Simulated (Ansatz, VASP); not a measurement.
**One calculation of Ba2BiSb2, two programs**

```xyz
5
Lattice="-2.4284 3.8159 5.0598 2.4284 -3.8159 5.0598 2.4284 3.8159 -5.0598" Properties=species:S:1:pos:R:3 pbc="T T T"
Ba    0.0000    3.8159    2.2090
Ba    2.4284    0.0000    2.8507
Sb    0.0000    1.5582    5.0598
Sb    2.4284    2.2577    0.0000
Bi    0.0000    0.0000    0.0000
```

Alike in both runs: functional PBE; k mesh 6 × 6 × 6; occupations fermi-dirac, width 0.1 eV; no spin polarisation.

Ansatz relaxed the structure, and its values are those at the end. VASP's run is a single point on that final structure, the one shown.

|  | VASP | Ansatz |
| --- | --- | --- |
| version | VASP 6.6.1 | Ansatz 0.2.0 |
| potentials or method | VASP PAW PBE potentials, release 64 (Ba_sv, Sb, Bi_d), cutoff 520 eV | PAW plane waves |
| valence electrons in the cell | 45 | 65 |

Ansatz gave:

| Item | Value |
| --- | --- |
| gap on the k mesh at the Fermi level (eV) | none |
| pressure (GPa) | 0.0 |

Problem. Estimate VASP's values.

Solution. gap on the k mesh at the Fermi level (eV): none; pressure (GPa): 0.2.

A gap of «none» marks a metal or a gap that the smearing closes. VASP's potentials hold 45 valence electrons a cell and Ansatz's 65, so a difference there can come from the potentials and not from the codes.

Spin-orbit coupling is off throughout.
